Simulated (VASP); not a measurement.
Here is a VASP 6.6.1 calculation.

INCAR

```
SYSTEM = Re
  PREC = Accurate
  ENCUT = 520
  EDIFF = 1E-7
  ISMEAR = -1
  SIGMA = 0.05
  LREAL = .False.
  LASPH = .True.
  NELM = 100
  ALGO = Fast
  ISIF = 2
  LWAVE = .False.
  LCHARG = .False.
  GGA = PE
  NBANDS = 10
```

File KPOINTS:

```
Automatic mesh
0
Gamma
  12 12 12
  0 0 0
```

Contents of POSCAR:

```
Re
1.0
    0.0000000000      1.9483075387      1.9483075387
    1.9483075387      0.0000000000      1.9483075387
    1.9483075387      1.9483075387      0.0000000000
Re
1
Direct
    0.0000000000      0.0000000000      0.0000000000
```

Potentials or basis: VASP PAW PBE potentials, release 64 (Re).

Launch:

```sh
$ cat potpaw_PBE.64/Re/POTCAR > POTCAR
$ mpirun -np 1 vasp_std > vasp.out
```

Q: What does it give for the pressure?

A: 4.9 GPa.
